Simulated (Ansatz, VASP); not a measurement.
# Na in VASP and in Ansatz

```
CELL_PARAMETERS angstrom
-2.21997 2.11873 2.11873
2.11873 -2.21997 2.11873
2.11873 2.11873 -2.21997
ATOMIC_POSITIONS crystal
Na 0.00000 0.00000 0.00000
```

Alike in both runs: task single point; functional PBE; k mesh 18 × 18 × 18; occupations gaussian, width 0.15 eV; no spin polarisation.

```csv
,VASP,Ansatz
version,VASP 6.6.1,Ansatz 0.2.0
potentials or method,"VASP PAW PBE potentials, release 64 (Na_pv), cutoff 520 eV","scalar-relativistic, plane waves, PAW"
valence electrons in the cell,7,9
```

```tsv
	VASP	Ansatz	Ansatz less VASP
gap on the k mesh at the Fermi level (eV)	none	none	-
pressure (GPa)	-0.2	-0.2	+0.01
traceless stress, the component that is largest in VASP (GPa)	0.33	0.33	-0.001
```

A gap of «none» marks a metal or a gap that the smearing closes. VASP's potentials hold 7 valence electrons a cell and Ansatz's 9, so a difference there can come from the potentials and not from the codes.
